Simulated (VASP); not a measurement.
**NaSnCl3: single point with PBE**

NaSnCl3:

```
Na Sn Cl
1.0
     5.56145    0.00000    0.00000
     0.00000    5.56145    0.00000
     0.00000    0.00000    5.56145
Na Sn Cl
1 1 3
Direct
  0.00000 0.00000 0.00000
  0.50000 0.50000 0.50000
  0.50000 0.50000 0.00000
  0.50000 0.00000 0.50000
  0.00000 0.50000 0.50000
```

| Quantity | Value |
| --- | --- |
| Program | VASP 6.6.1 |
| Task | single point |
| Functional | PBE |
| Potentials or basis | VASP PAW PBE potentials, release 64 (Na_pv, Sn_d, Cl) |
| Cutoff | 520 eV |
| k mesh | 4 × 4 × 4 |
| Occupations | gaussian, width 0.01 eV |
| Spin | no spin polarisation |
| Dipole correction | no |
| Further INCAR settings | ALGO = Normal; EDIFF = 1e-06; NBANDS = 29 |

```yaml
Pressure: 0.1 GPa
Band_gap_on_the_k_mesh: 0.76 eV (least direct gap 0.88 eV)
```

Levels at points of the mesh, in eV from the valence-band top:
```csv
k point,band 17,band 18,band 19,band 20,band 21,band 22,band 23,band 24,band 25,band 26
"(0.00, 0.00, 0.00)",-3.56,-3.56,-3.54,-3.54,-3.54,0.76,5.01,5.01,5.01,5.01
"(0.50, 0.00, 0.00)",-3.76,-3.65,-3.54,-3.54,-2.24,1.82,2.03,3.16,4.44,4.44
"(0.50, 0.50, 0.00)",-3.91,-3.75,-3.75,-3.13,-1.08,1.37,1.37,2.29,3.95,4.26
"(0.50, 0.50, 0.50)",-3.91,-3.13,-3.13,-3.13,0.00,0.88,0.88,0.88,1.66,5.24
```

Wall time 26 s on 1 thread of Intel(R) Xeon(R) 6975P-C (Granite Rapids), on a shared host, peak memory 0.27 GiB.

Caveat: semilocal functionals underestimate gaps, and a narrow one can read as zero; spin-orbit coupling is left out, which moves the levels of the heavy elements. A k mesh can miss the band edges.
